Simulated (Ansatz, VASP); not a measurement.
FeSi: VASP beside Ansatz

```
CELL_PARAMETERS angstrom
4.40304 0.00000 0.00000
0.00000 4.40304 0.00000
0.00000 0.00000 4.40304
ATOMIC_POSITIONS crystal
Fe 0.13599 0.13599 0.13599
Fe 0.36401 0.86401 0.63599
Fe 0.63599 0.36401 0.86401
Fe 0.86401 0.63599 0.36401
Si 0.84071 0.84071 0.84071
Si 0.65929 0.15929 0.34071
Si 0.34071 0.65929 0.15929
Si 0.15929 0.34071 0.65929
```

Alike in both runs: task relaxation of the atoms; functional PBE; k mesh 8 × 8 × 8; occupations gaussian, width 0.01 eV; no spin polarisation.

|  | VASP | Ansatz |
| --- | --- | --- |
| version | VASP 6.6.1 | Ansatz 0.2.0 |
| potentials or method | VASP PAW PBE potentials, release 64 (Fe, Si), cutoff 520 eV | scalar-relativistic, plane waves, PAW |
| valence electrons in the cell | 48 | 80 |

Ansatz gave:

* gap on the k mesh at the Fermi level, each at its own relaxed structure (eV): 0.17

Task: Which values does VASP return?

Result: gap on the k mesh at the Fermi level, each at its own relaxed structure (eV): 0.16.

VASP's potentials hold 48 valence electrons a cell and Ansatz's 80, so a difference there can come from the potentials and not from the codes. Ansatz's warnings: stress scf threshold loose.
